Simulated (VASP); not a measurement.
A run of VASP 6.6.1:

File INCAR:

```
  PREC = Accurate
  ENCUT = 600
  EDIFF = 1E-6
  ISMEAR = 0
  SIGMA = 0.025
  LREAL = False
  LASPH = True
  NELM = 120
  ALGO = Normal
  ISIF = 2
  LWAVE = False
  LCHARG = True
  GGA = PE
  LELF = True
  LVHAR = True
  NBANDS = 11
  GGA_COMPAT = False
```

The input KPOINTS:

```
regular mesh
0
Gamma
  10 10 10
```

Contents of POSCAR:

```
AlN
1.0
    0.0000000000      2.1839935596      2.1839935596
    2.1839935596      0.0000000000      2.1839935596
    2.1839935596      2.1839935596      0.0000000000
Al N
1 1
Direct
    0.0000000000      0.0000000000      0.0000000000
    0.2500000000      0.2500000000      0.2500000000
```

Potentials or basis: VASP PAW PBE potentials, release 64 (Al, N).

Launch:

```console
$ cat potpaw_PBE.64/Al/POTCAR potpaw_PBE.64/N/POTCAR > POTCAR
$ mpirun -np 1 vasp_std > vasp.out
```

Hardware: 1 thread of Intel(R) Xeon(R) 6975P-C (Granite Rapids), on a shared host.

Task: Estimate the wall time of this run.

Result: Run time: 13 s on 1 thread of Intel(R) Xeon(R) 6975P-C (Granite Rapids), with other jobs on the host, peak memory 0.15 GiB. Counts: scf iterations 12, k points 47.
